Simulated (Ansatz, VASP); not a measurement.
# ZrTa2C2 in VASP and in Ansatz

```
Zr Ta C
1.0
    -1.84577    1.84577    4.85776
     1.84577   -1.84577    4.85776
     1.84577    1.84577   -4.85776
Zr Ta C
1 2 2
Direct
  0.00000 0.00000 0.00000
  0.75000 0.25000 0.50000
  0.25000 0.75000 0.50000
  0.42173 0.42173 0.00000
  0.57827 0.57827 0.00000
```

Change from the starting cell: species swapped into the LiCu2P2 type (I4/mmm, No. 139).

Alike in both runs: functional PBE; k mesh 14 × 14 × 14; occupations gaussian, width 0.1 eV; no spin polarisation.

Ansatz relaxed the structure, and its values are those at the end. VASP's run is a single point on that final structure, the one shown.

```csv
,VASP,Ansatz
version,VASP 6.6.1,Ansatz 0.2.0
potentials or method,"VASP PAW PBE potentials, release 64 (Zr_sv, Ta_pv, C), cutoff 520 eV","scalar-relativistic, plane waves, PAW"
valence electrons in the cell,42,46
```

|  | VASP | Ansatz | Ansatz less VASP |
| --- | --- | --- | --- |
| gap on the k mesh at the Fermi level (eV) | none | none | - |
| pressure (GPa) | 0.4 | 0.0 | -0.38 |
| rms of the force components (eV/Å) | 0.007 | 0.003 | -0.0044 |

A gap of «none» marks a metal or a gap that the smearing closes. VASP's potentials hold 42 valence electrons a cell and Ansatz's 46, so a difference there can come from the potentials and not from the codes.

Spin-orbit coupling is off throughout.
